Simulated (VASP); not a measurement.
# In5GaP6 (P4/mmm) in VASP: relaxation of cell and atoms with PBE

Aim: the relaxation of cell and atoms of In5GaP6 with PBE.

All numbers are computed with VASP 6.6.1; they aren't measurements. Logs are shortened: lines on timing, memory, paths and dates and some standing lists are left out, and cuts for length are marked.

## 1. The cell of the first run

It takes space group P4/mmm (No. 123, tetragonal). The conventional cell has a = 3.918 Å, b = 3.918 Å, c = 16.168 Å, α = 90.00°, β = 90.00°, γ = 90.00°. Within 3.5 Å of In (site symmetry 4mm) lie 6 P at 2.62 to 2.78 Å. In (site symmetry 4mm) has 6 P at 2.74 to 2.90 Å within 3.6 Å. Within 3.7 Å of In (site symmetry 4/mmm) lie 6 P at 2.77 Å. Ga (site symmetry 4/mmm) has 6 P at 2.45 to 2.77 Å within 3.2 Å. P (site symmetry 4/mmm) has 2 In at 2.62 Å and 4 Ga at 2.77 Å within 3.5 Å. Within 3.2 Å of P (site symmetry 4mm) lie 1 Ga at 2.45 Å and 5 In at 2.78 to 2.90 Å. P (site symmetry 4mm) has 6 In at 2.70 to 2.77 Å within 3.6 Å. Within 3.6 Å of P (site symmetry 4/mmm) lie 6 In at 2.74 to 2.77 Å.

## 2. Relaxation of cell and atoms, PBE

The input, INCAR:

```
SYSTEM = In5GaP6
ALGO = Normal ; EDIFF = 1E-7
EDIFFG = -0.01 ; ENCUT = 500
GGA = PE ; GGA_COMPAT = .FALSE.
IBRION = 2 ; ISIF = 3
ISMEAR = 0 ; KPAR = 4
LASPH = .TRUE. ; LCHARG = .FALSE.
LREAL = .FALSE. ; LWAVE = .FALSE.
NELM = 120 ; NELMIN = 4
NSW = 100 ; PREC = Accurate
SIGMA = 0.1
```

The input, KPOINTS:

```
k-points
0
G
  10 10 4
  0 0 0
```

The input, POSCAR:

```
In5GaP6
1.0
    3.9175822792      0.0000000000      0.0000000000
    0.0000000000      3.9175822792      0.0000000000
    0.0000000000      0.0000000000     16.1676694977
In Ga P
5 1 6
Direct
    0.0000000000      0.0000000000      0.8382303506
    0.0000000000      0.0000000000      0.1617696494
    0.5000000000      0.5000000000      0.3305469508
    0.0000000000      0.0000000000      0.5000000000
    0.5000000000      0.5000000000      0.6694530492
    0.5000000000      0.5000000000      0.0000000000
    0.0000000000      0.0000000000      0.0000000000
    0.5000000000      0.5000000000      0.1513751932
    0.0000000000      0.0000000000      0.3284854400
    0.5000000000      0.5000000000      0.5000000000
    0.0000000000      0.0000000000      0.6715145600
    0.5000000000      0.5000000000      0.8486248068
```

Potentials or basis: VASP PAW PBE potentials, release 64 (In_d, Ga_d, P).

On the command line:

```sh
cat potpaw_PBE.64/In_d/POTCAR potpaw_PBE.64/Ga_d/POTCAR potpaw_PBE.64/P/POTCAR > POTCAR
mpirun -np 4 vasp_std > vasp.out
```

OUTCAR:

```text
SYSTEM = In5GaP6
   EDIFF = 1E-7
   EDIFFG = -0.01
   ENCUT = 500
   GGA = PE
   IBRION = 2
   ISIF = 3
   ISMEAR = 0
   LASPH = .TRUE.
   LREAL = .FALSE.
   NELM = 120
   NELMIN = 4
   NSW = 100
   PREC = Accurate

 ion  position               nearest neighbor table
   1  0.000  0.000  0.838-   7 2.62  11 2.70  12 2.78  12 2.78  12 2.78  12 2.78   5 3.89   5 3.89
                             5 3.89   5 3.89
   2  0.000  0.000  0.162-   7 2.62   9 2.70   8 2.78   8 2.78   8 2.78   8 2.78   3 3.89   3 3.89
                             3 3.89   3 3.89
   3  0.500  0.500  0.331-  10 2.74   9 2.77   9 2.77   9 2.77   9 2.77   8 2.90   2 3.89   2 3.89
                             2 3.89   2 3.89   4 3.90   4 3.90   4 3.90   4 3.90
   4  0.000  0.000  0.500-  10 2.77  10 2.77  10 2.77  10 2.77  11 2.77   9 2.77   5 3.90   5 3.90
                             3 3.90   5 3.90   3 3.90   3 3.90   5 3.90   3 3.90
   5  0.500  0.500  0.669-  10 2.74  11 2.77  11 2.77  11 2.77  11 2.77  12 2.90   1 3.89   1 3.89
                             1 3.89   1 3.89   4 3.90   4 3.90   4 3.90   4 3.90
   6  0.500  0.500  0.000-   8 2.45  12 2.45   7 2.77   7 2.77   7 2.77   7 2.77
   7  0.000  0.000  0.000-   1 2.62   2 2.62   6 2.77   6 2.77   6 2.77   6 2.77
   8  0.500  0.500  0.151-   6 2.45   2 2.78   2 2.78   2 2.78   2 2.78   3 2.90
   9  0.000  0.000  0.328-   2 2.70   3 2.77   3 2.77   3 2.77   3 2.77   4 2.77
  10  0.500  0.500  0.500-   3 2.74   5 2.74   4 2.77   4 2.77   4 2.77   4 2.77
  11  0.000  0.000  0.672-   1 2.70   5 2.77   5 2.77   5 2.77   5 2.77   4 2.77
  12  0.500  0.500  0.849-   6 2.45   1 2.78   1 2.78   1 2.78   1 2.78   5 2.90

  LATTYP: Found a simple tetragonal cell.
 ALAT       =     3.9175822792
 C/A-ratio  =     4.1269508451

  Lattice vectors:

 A1 = (   3.9175822792,   0.0000000000,   0.0000000000)
 A2 = (   0.0000000000,   3.9175822792,   0.0000000000)
 A3 = (   0.0000000000,   0.0000000000,  16.1676694977)

Analysis of symmetry for initial positions (statically):
=====================================================================
 Subroutine PRICEL returns:
 Original cell was already a primitive cell.

 Routine SETGRP: Setting up the symmetry group for a
 simple tetragonal supercell.

 Subroutine GETGRP returns: Found 16 space group operations
 (whereof 16 operations were pure point group operations)
 out of a pool of 16 trial point group operations.

The static configuration has the point symmetry D_4h.

Analysis of symmetry for dynamics (positions and initial velocities):
=====================================================================
 Subroutine PRICEL returns:
 Original cell was already a primitive cell.

 Routine SETGRP: Setting up the symmetry group for a
 simple tetragonal supercell.

 Subroutine GETGRP returns: Found 16 space group operations
 (whereof 16 operations were pure point group operations)
 out of a pool of 16 trial point group operations.

The dynamic configuration has the point symmetry D_4h.

 Subroutine INISYM returns: Found 16 space group operations
 (whereof 16 operations are pure point group operations),
 and found     1 'primitive' translations

----------------------------------------------------------------------------------------

                                     Primitive cell

  volume of cell :     248.1325

  direct lattice vectors                    reciprocal lattice vectors
     3.917582279  0.000000000  0.000000000     0.255259476  0.000000000  0.000000000
     0.000000000  3.917582279  0.000000000     0.000000000  0.255259476  0.000000000
     0.000000000  0.000000000 16.167669498     0.000000000  0.000000000  0.061851833

  length of vectors
     3.917582279  3.917582279 16.167669498     0.255259476  0.255259476  0.061851833

  position of ions in fractional coordinates (direct lattice)
     0.000000000  0.000000000  0.838230351
     0.000000000  0.000000000  0.161769649
     0.500000000  0.500000000  0.330546951
     0.000000000  0.000000000  0.500000000
     0.500000000  0.500000000  0.669453049
     0.500000000  0.500000000  0.000000000
     0.000000000  0.000000000  0.000000000
     0.500000000  0.500000000  0.151375193
     0.000000000  0.000000000  0.328485440
     0.500000000  0.500000000  0.500000000
     0.000000000  0.000000000  0.671514560
     0.500000000  0.500000000  0.848624807

  ion indices of the primitive-cell ions
   primitive index   ion index
                 1           1
                 2           2
                 3           3
                 4           4
                 5           5
                 6           6
                 7           7
                 8           8
                 9           9
                10          10
                11          11
                12          12

----------------------------------------------------------------------------------------

 KPOINTS: k-points

Automatic generation of k-mesh.
 Grid dimensions read from file:
 generate k-points for:   10   10    4

 Generating k-lattice:

  Cartesian coordinates                     Fractional coordinates (reciprocal lattice)
     0.025525948  0.000000000  0.000000000     0.100000000  0.000000000  0.000000000
     0.000000000  0.025525948  0.000000000     0.000000000  0.100000000  0.000000000
     0.000000000  0.000000000  0.015462958     0.000000000  0.000000000  0.250000000

  Length of vectors
     0.025525948  0.025525948  0.015462958

  Shift w.r.t. Gamma in fractional coordinates (k-lattice)
     0.000000000  0.000000000  0.000000000

 Subroutine IBZKPT returns following result:
 ===========================================

 Found     63 irreducible k-points:

 Following reciprocal coordinates:
            Coordinates               Weight
  0.000000  0.000000  0.000000      1.000000
  0.100000  0.000000  0.000000      4.000000
  0.200000  0.000000  0.000000      4.000000
  0.300000  0.000000  0.000000      4.000000
  0.400000  0.000000  0.000000      4.000000
  0.500000  0.000000  0.000000      2.000000
[... 16 lines left out ...]
  0.100000  0.000000  0.250000      8.000000
  0.200000  0.000000  0.250000      8.000000
 [... further k-points ...]
   k-points           NKPTS =     63   k-points in BZ     NKDIM =     63   number of bands    NBANDS=     64
   number of dos      NEDOS =    301   number of ions     NIONS =     12
   total plane-waves  NPLWV = 108000
   dimension x,y,z NGX =    30 NGY =   30 NGZ =  120
   dimension x,y,z NGXF=    60 NGYF=   60 NGZF=  240
   ions per type =               5   1   6
   NGX,Y,Z   is equivalent  to a cutoff of  12.73, 12.73, 12.34 a.u.
   NGXF,Y,Z  is equivalent  to a cutoff of  25.46, 25.46, 24.68 a.u.
 SYSTEM =  In5GaP6
   PREC   = accura    normal or accurate (medium, high low for compatibility)
   ISTART =      0    job   : 0-new  1-cont  2-samecut
   ICHARG =      2    charge: 1-file 2-atom 10-const
   ISPIN  =      1    spin polarized calculation?
   LNONCOLLINEAR =      F non collinear calculations
   LSORBIT =      F    spin-orbit coupling
   LASPH  =      T    aspherical Exc in radial PAW
   ENCUT  =  500.0 eV  36.75 Ry    6.06 a.u.   7.14  7.14 29.48*2*pi/ulx,y,z
   NELM   =    120;   NELMIN=  4; NELMDL= -5     # of ELM steps
   EDIFF  = 0.1E-06   stopping-criterion for ELM
   LREAL  =      F    real-space projection
   EDIFFG = -.1E-01   stopping-criterion for IOM
   NSW    =    100    number of steps for IOM
   IBRION =      2    ionic relax: 0-MD 1-quasi-New 2-CG
   NFREE  =      1    steps in history (QN), initial steepest desc. (CG)
   ISIF   =      3    stress and relaxation
   ISYM   =      2    0-nonsym 1-usesym 2-fastsym
   POTIM  = 0.5000    time-step for ionic-motion
   TEBEG  =    0.0;   TEEND  =   0.0 temperature during run
   PSTRESS=    0.0 pullay stress
   NELECT =     108.0000    total number of electrons
   NUPDOWN=      -1.0000    fix difference up-down
   EMIN   =  10.00;   EMAX   =-10.00  energy-range for DOS
   EFERMI =   0.00;   METHOD = LEGACY
   ISMEAR =     0;   SIGMA  =   0.10  broadening in eV -4-tet -1-fermi 0-gaus
   EFERMI_NEDOS =   21; number of points for ismear=-14 and -15
   IALGO  =     38    algorithm
   IMIX   =      4    mixing-type and parameters
     AMIX     =   0.40;   BMIX     =  1.00
     AMIX_MAG =   1.60;   BMIX_MAG =  1.00
  volume/ion in A,a.u.               =      20.68       139.54
  Fermi-wavevector in a.u.,A,eV,Ry     =   1.240666  2.344519 20.942794  1.539252
  Thomas-Fermi vector in A             =   2.375097
   LORBIT       =      0    0 simple, 1 ext, 2 COOP (PROOUT), +10 PAW based schemes
   GGA     = PE    functional components
   LHFCALC =     F    Hartree Fock is set to
   AEXX    =    0.0000 exact exchange contribution
   IVDW    =     0    specifies the selected vdW correction
   LEPSILON=     F    determine dielectric tensor
   LRPA    =     F    only Hartree local field effects (RPA)
 conjugate gradient relaxation of ions
 non-spin polarized calculation
 Gauss-broadening in eV      SIGMA  =   0.10
  energy-cutoff  :      500.00
  volume of cell :      248.13
 maximum number of plane-waves:      6376
 NGX is ok and might be reduce to    30
   NGX = 15   NGY = 15   NGZ = 59

--------------------------------------- Ionic step        1  -------------------------------------------

 number of electron     108.0000012 magnetization

 Free energy of the ion-electron system (eV)
  ---------------------------------------------------
  ext. energy  EPLUGINS =         0.00000000
  ---------------------------------------------------
  free energy    TOTEN  =       -47.66669961 eV

  energy without entropy =      -47.63131092  energy(sigma->0) =      -47.64900526

------------------------ aborting loop because EDIFF is reached ----------------------------------------

  FORCE on cell =-STRESS in cart. coord.  units (eV):
  Direction    XX          YY          ZZ          XY          YZ          ZX
  --------------------------------------------------------------------------------------
  -------------------------------------------------------------------------------------
  Total       -1.3480604     -1.3480604      3.7016726      0.0000000      0.0000000     -0.0000000
  in kB       -8.7043483     -8.7043483     23.9014863      0.0000000      0.0000000     -0.0000000
  external PRESSURE =       2.1642632 kB  Pullay stress =       0.0000000 kB
[... 119 lines left out ...]
  FREE ENERGIE OF THE ION-ELECTRON SYSTEM (eV)
  ---------------------------------------------------
  free  energy   TOTEN  =       -47.7240354967 eV

  energy  without entropy=      -47.6878622526  energy(sigma->0) =      -47.70594887

[... ionic steps 4 to 11 ...]

--------------------------------------- Ionic step       12  -------------------------------------------

 number of electron     107.9999971 magnetization

------------------------ aborting loop because EDIFF is reached ----------------------------------------

  FORCE on cell =-STRESS in cart. coord.  units (eV):
  Direction    XX          YY          ZZ          XY          YZ          ZX
  --------------------------------------------------------------------------------------
  -------------------------------------------------------------------------------------
  Total       -0.0324416     -0.0324416     -0.0405287      0.0000000      0.0000000      0.0000000
  in kB       -0.2093573     -0.2093573     -0.2615460      0.0000000      0.0000000      0.0000000
  external PRESSURE =      -0.2267535 kB  Pullay stress =       0.0000000 kB
[... 77 lines left out ...]
  energy  without entropy=      -47.6931134313  energy(sigma->0) =      -47.71085773

--------------------------------------- Ionic step       14  -------------------------------------------

 number of electron     107.9999970 magnetization

 Free energy of the ion-electron system (eV)
  ---------------------------------------------------
  ext. energy  EPLUGINS =         0.00000000
  ---------------------------------------------------
  free energy    TOTEN  =       -47.72864985 eV

  energy without entropy =      -47.69318246  energy(sigma->0) =      -47.71091616

 E-fermi :   6.8908     XC(G=0): -10.4438

 val. band max:        6.8826633138   @ k =   0.2000   0.0000   0.5000
 cond. band min:       6.8972634249   @ k =   0.3000   0.0000   0.0000
 fundamental gap:      0.0146001111
 Fermi energy:         6.8908016318

 k-point     1 :       0.0000    0.0000    0.0000
  band No.  band energies     occupation
      1      -7.7262      2.00000
      2      -7.6582      2.00000
      3      -7.6200      2.00000
      4      -7.6172      2.00000
      5      -7.5931      2.00000
      6      -7.5724      2.00000
[... 1597 lines left out ...]
     63      11.8641      0.00000
     64      11.9646      0.00000

 [... further k-points ...]

------------------------ aborting loop because EDIFF is reached ----------------------------------------

  FORCE on cell =-STRESS in cart. coord.  units (eV):
  Direction    XX          YY          ZZ          XY          YZ          ZX
  --------------------------------------------------------------------------------------
  -------------------------------------------------------------------------------------
  Total       -0.0609971     -0.0609971     -0.1057682      0.0000000      0.0000000     -0.0000000
  in kB       -0.3935049     -0.3935049     -0.6823322      0.0000000      0.0000000     -0.0000000
  external PRESSURE =      -0.4897806 kB  Pullay stress =       0.0000000 kB
[... 27 lines left out ...]
  FREE ENERGIE OF THE ION-ELECTRON SYSTEM (eV)
  ---------------------------------------------------
  free  energy   TOTEN  =       -47.7286498545 eV

  energy  without entropy=      -47.6931824627  energy(sigma->0) =      -47.71091616

 reached required accuracy - stopping structural energy minimisation
```

Run time: 32 min. Hardware: 4 MPI ranks of Intel Xeon 6975P-C (Granite Rapids), shared host; peak memory 0.86 GiB.

Results:

```
Free energy                           : -47.7286 eV
Relaxed volume                        : 20.70 Å³/atom
Relaxed cell                          : a = 3.883 Å, b = 3.883 Å, c = 16.475 Å, α = 90.00°, β = 90.00°, γ = 90.00°
Space group after relaxing (to 0.1 Å) : P4/mmm (No. 123)
Energy gained by relaxing             : 5.2 meV/atom
Ionic steps                           : 14
Pressure after relaxing               : 0.0 GPa
Largest force after relaxing          : 0.009 eV/Å
Band gap on the k mesh                : zero (bands 54 and 55 overlap by 2.60 eV)
```

Forces in eV/Å, atoms in the order of the input:
```
In   0.000  0.000 -0.002
In   0.000  0.000  0.002
In   0.000  0.000  0.004
In   0.000  0.000  0.000
In   0.000  0.000 -0.004
Ga   0.000  0.000  0.000
P    0.000  0.000  0.000
P    0.000  0.000  0.009
P    0.000  0.000  0.006
P    0.000  0.000  0.000
P    0.000  0.000 -0.006
P    0.000  0.000 -0.009
```

Step by step:
```csv
step,energy change (eV),largest force (eV/Å),pressure (GPa),volume (Å³)
1,0.0000,0.2444,0.22,248.13
2,-0.0524,0.1192,-0.24,249.10
3,-0.0573,0.0847,-0.39,249.53
4,-0.0574,0.0864,-0.36,249.51
5,-0.0603,0.0482,0.14,247.74
6,-0.0603,0.0488,0.11,247.84
7,-0.0614,0.0343,0.06,247.99
8,-0.0618,0.0187,-0.01,248.15
9,-0.0618,0.0209,0.02,248.13
10,-0.0618,0.0201,0.02,248.14
11,-0.0618,0.0196,0.02,248.14
12,-0.0619,0.0152,-0.02,248.27
13,-0.0619,0.0106,-0.07,248.41
14,-0.0620,0.0093,-0.05,248.35
```

Final structure:
```
CELL_PARAMETERS angstrom
3.88260 0.00000 0.00000
0.00000 3.88260 0.00000
0.00000 0.00000 16.47497
ATOMIC_POSITIONS crystal
In 0.00000 0.00000 0.83662
In 0.00000 0.00000 0.16338
In 0.50000 0.50000 0.33105
In 0.00000 0.00000 0.50000
In 0.50000 0.50000 0.66895
Ga 0.50000 0.50000 0.00000
P 0.00000 0.00000 0.00000
P 0.50000 0.50000 0.15321
P 0.00000 0.00000 0.32710
P 0.50000 0.50000 0.50000
P 0.00000 0.00000 0.67290
P 0.50000 0.50000 0.84679
```

Levels at points of the mesh, in eV from the Fermi level:
| k point | band 51 | band 52 | band 53 | band 54 | band 55 | band 56 | band 57 | band 58 |
| --- | --- | --- | --- | --- | --- | --- | --- | --- |
| (0.00, 0.00, 0.00) | -0.96 | -0.88 | -0.86 | -0.86 | -0.27 | -0.14 | -0.14 | 0.59 |
| (0.50, 0.00, 0.00) | 0.02 | 0.03 | 0.05 | 0.09 | 2.07 | 2.22 | 2.67 | 2.73 |
| (0.50, 0.50, 0.00) | -2.74 | -2.47 | -2.40 | -2.39 | -2.26 | -2.26 | 0.59 | 0.86 |
| (0.00, 0.00, 0.50) | -1.39 | -1.17 | -0.61 | -0.61 | -0.20 | -0.20 | 0.89 | 0.90 |
| (0.50, 0.00, 0.50) | 0.06 | 0.12 | 0.13 | 0.20 | 2.14 | 2.16 | 2.44 | 2.52 |
| (0.50, 0.50, 0.50) | -2.84 | -2.84 | -2.38 | -2.38 | -1.16 | -0.92 | -0.79 | -0.68 |

Caveat: spin-orbit coupling is left out, which moves the levels of the heavy elements.
